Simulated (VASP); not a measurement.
Set up this calculation in VASP 6.6.1, as the native input.

| Item | Value |
| --- | --- |
| Task | single point |
| Functional | LDA |
| Potentials or basis | VASP PAW LDA potentials, release 64 (Co_sv) |
| Cutoff | 690 eV |
| k mesh | 11 × 11 × 15 |
| Occupations | fermi-dirac, width 0.1 eV |
| Spin | no spin polarisation |
| Dipole correction | no |
| Further INCAR settings | ALGO = Normal; EDIFF = 1e-06; NBANDS = 32 |

The structure of Co lies in POSCAR:

```
Co
1.0
    3.7649786110      0.0000000000      0.0000000000
   -1.8824893055      3.2605671218      0.0000000000
    0.0000000000      0.0000000000      2.3049006355
Co
3
Direct
    0.0000000000      0.0000000000      0.0000000000
    0.3333333333      0.6666666667      0.5000000000
    0.6666666667      0.3333333333      0.5000000000
```

This isn't the form of Co at room conditions, which is hcp.

One way to write it, as run:

INCAR

```
SYSTEM = Co
ALGO     = Normal         ! electronic algorithm
EDIFF    = 1E-6           ! SCF threshold, eV
ENCUT    = 690            ! plane-wave cutoff, eV
GGA_COMPAT= .FALSE.      
ISIF     = 2              ! what is computed and relaxed
ISMEAR   = -1             ! smearing method
LASPH    = .TRUE.         ! aspherical terms in the spheres
LCHARG   = .FALSE.        ! write CHGCAR
LREAL    = .FALSE.        ! projectors in reciprocal space
LWAVE    = .FALSE.        ! write WAVECAR
NBANDS   = 32             ! bands
NELM     = 120            ! most SCF steps
PREC     = Accurate       ! precision mode
SIGMA    = 0.1            ! smearing width, eV
```

KPOINTS

```
k-points
0
G
  11 11 15
  0 0 0
```

Potentials or basis: VASP PAW LDA potentials, release 64 (Co_sv).

Run with:

```console
$ cat potpaw_LDA.64/Co_sv/POTCAR > POTCAR
$ mpirun -np 1 vasp_std > vasp.out
```

Results of the run:

| Item | Value |
| --- | --- |
| Pressure | 12.4 GPa |
| Band gap on the k mesh | zero (an odd number of electrons rules out a gap without spin polarisation) |

Caveat: the cell stands under pressure; the run has no spin polarisation, though such a crystal can be magnetic.

Wall time 2.7 min on 1 thread of Intel(R) Xeon(R) Platinum 8375C CPU @ 2.90GHz (Ice Lake) (shared host), peak memory 0.23 GiB.
